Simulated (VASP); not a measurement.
Input of a VASP 6.6.1 run:

The input INCAR:

```
PREC = Accurate ; ENCUT = 520
EDIFF = 1E-6 ; ISMEAR = -1
SIGMA = 0.08 ; LREAL = False
LASPH = True ; NELM = 100
ALGO = Normal ; ISIF = 2
LWAVE = False ; LCHARG = False
GGA = PE ; NBANDS = 26
```

File KPOINTS:

```
regular mesh
0
Gamma
  11 11 6
```

File POSCAR:

```
ZnS
1.0
    3.5323635176      0.0000000000      0.0000000000
   -1.7661817588      3.0591165416      0.0000000000
    0.0000000000      0.0000000000      5.7882137875
Zn S
2 2
Direct
    0.0000000000      0.0000000000      0.0000000000
    0.0000000000      0.0000000000      0.5000000000
    0.3333333333      0.6666666667      0.2500000000
    0.6666666667      0.3333333333      0.7500000000
```

Potentials or basis: VASP PAW PBE potentials, release 64 (Zn, S).

The run is started by

```bash
$ cat potpaw_PBE.64/Zn/POTCAR potpaw_PBE.64/S/POTCAR > POTCAR
$ mpirun -np 1 vasp_std > vasp.out
```

Task: Predict the band gap on the k mesh.

Result: 0.49 eV (least direct gap 2.02 eV).

Task: What does it give for the pressure?

Result: 7.6 GPa.

Caveat: the cell stands under pressure; an odd mesh through Γ misses points on the zone boundary, where band edges can lie.
